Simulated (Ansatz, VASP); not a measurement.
## PtSe2 in VASP and in Ansatz

Contents of INCAR:

```
ALGO = Normal
EDIFF = 1E-6
ENCUT = 520
ISIF = 2
ISMEAR = -1
LASPH = T
LCHARG = F
LREAL = F
LWAVE = F
NBANDS = 31
NELM = 100
PREC = Accurate
SIGMA = 0.02
```

File KPOINTS:

```
k-points
0
Gamma
  4 4 6
```

File POSCAR:

```
PtSe2
1.0
    5.7465248854      0.0000000000      0.0000000000
    0.0000000000      5.7465248854      0.0000000000
    0.0000000000      0.0000000000      3.9813365815
Pt Se
2 4
Direct
    0.0000000000      0.0000000000      0.0000000000
    0.5000000000      0.5000000000      0.5000000000
    0.3092307571      0.3092307571      0.0000000000
    0.1907692429      0.8092307571      0.5000000000
    0.8092307571      0.1907692429      0.5000000000
    0.6907692429      0.6907692429      0.0000000000
```

Input for Ansatz:

```yaml
crystal:
  lattice:
    - [5.7465248854, 0.0, 0.0]
    - [0.0, 5.7465248854, 0.0]
    - [0.0, 0.0, 3.9813365815]
  atoms:
    - { symbol: Pt, position: [0.0, 0.0, 0.0] }
    - { symbol: Pt, position: [0.5, 0.5, 0.5] }
    - { symbol: Se, position: [0.3092307571, 0.3092307571, 0.0] }
    - { symbol: Se, position: [0.1907692429, 0.8092307571, 0.5] }
    - { symbol: Se, position: [0.8092307571, 0.1907692429, 0.5] }
    - { symbol: Se, position: [0.6907692429, 0.6907692429, 0.0] }
kpoints:
  mp_grid: { grid: [4, 4, 6] }
  band_path:
    path:
      - [0.0, 0.0, 0.0]
      - [0.0, 0.5, 0.0]
      - [0.5, 0.5, 0.0]
      - [0.0, 0.0, 0.5]
      - [0.0, 0.5, 0.5]
      - [0.5, 0.5, 0.5]
      - [0.0, 0.1, 0.0]
      - [0.0, 0.0, 0.3]
      - [0.0, 0.0, 0.2]
    npoints: 1
hamiltonian:
  xc: lda
scf:
  occupations: { method: fermi_dirac, width: 0.02 }
  n_extra_bands: 5
output:
  forces: true
  stress: true
  eigenvalues: true
```

Alike in both runs: task single point; functional LDA; k mesh 4 × 4 × 6; occupations fermi-dirac, width 0.02 eV; no spin polarisation.

|  | VASP | Ansatz |
| --- | --- | --- |
| version | VASP 6.6.1 | Ansatz 0.2.0 |
| potentials or method | VASP PAW LDA potentials, release 64 (Pt, Se) | plane waves, PAW |
| plane-wave cutoff (eV) | 520 | 420 |
| valence electrons in the cell | 44 | 100 |

```csv
,VASP,Ansatz,Ansatz less VASP
pressure (GPa),-4.0,-4.3,-0.29
"traceless stress, the component that is largest in VASP (GPa)",-0.43,-0.51,-0.081
rms of the force components (eV/Å),0.040,0.044,+0.0046
```

LDA's correlation is that of Perdew and Zunger in VASP and of Perdew and Wang (1992) in Ansatz. Atom by atom the forces differ by 0.005 eV/Å (rms over components). VASP's potentials hold 44 valence electrons a cell and Ansatz's 100, so a difference there can come from the potentials and not from the codes.

Spin-orbit coupling is off throughout.
